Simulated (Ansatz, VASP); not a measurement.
Al12H: VASP beside Ansatz

```
CELL_PARAMETERS angstrom
5.63146 0.00000 0.00000
-2.81573 4.87699 0.00000
0.00000 0.00000 21.66843
ATOMIC_POSITIONS crystal
Al 0.33333 0.16667 0.18460
Al 0.33333 0.66667 0.18460
Al 0.83333 0.16667 0.18460
Al 0.83333 0.66667 0.18460
Al 0.16667 0.33333 0.29005
Al 0.16667 0.83333 0.29005
Al 0.66667 0.33333 0.29005
Al 0.66667 0.83333 0.29005
Al 0.00000 0.00000 0.39543
Al 0.00000 0.50000 0.39543
Al 0.50000 0.00000 0.39543
Al 0.50000 0.50000 0.39543
H 0.33333 0.16667 0.49696
```

Alike in both runs: task single point; functional PBE; dispersion D3(BJ); k mesh 6 × 6 × 1; occupations gaussian, width 0.1 eV; no spin polarisation.

|  | VASP | Ansatz |
| --- | --- | --- |
| version | VASP 6.6.1 | Ansatz 0.2.0 |
| potentials or method | VASP PAW PBE potentials, release 64 (Al, H), cutoff 520 eV | scalar-relativistic, plane waves, PAW |
| valence electrons in the cell | 37 | 37 |

|  | VASP | Ansatz | Ansatz less VASP |
| --- | --- | --- | --- |
| gap on the k mesh at the Fermi level (eV) | none | none | - |
| rms of the force components (eV/Å) | 0.277 | 0.277 | +0.0001 |
| work function, face that differs most (eV) | 3.95 | 3.95 | -0.002 |

Atom by atom the forces differ by 0.000 eV/Å (rms over components). A gap of «none» marks a metal or a gap that the smearing closes.
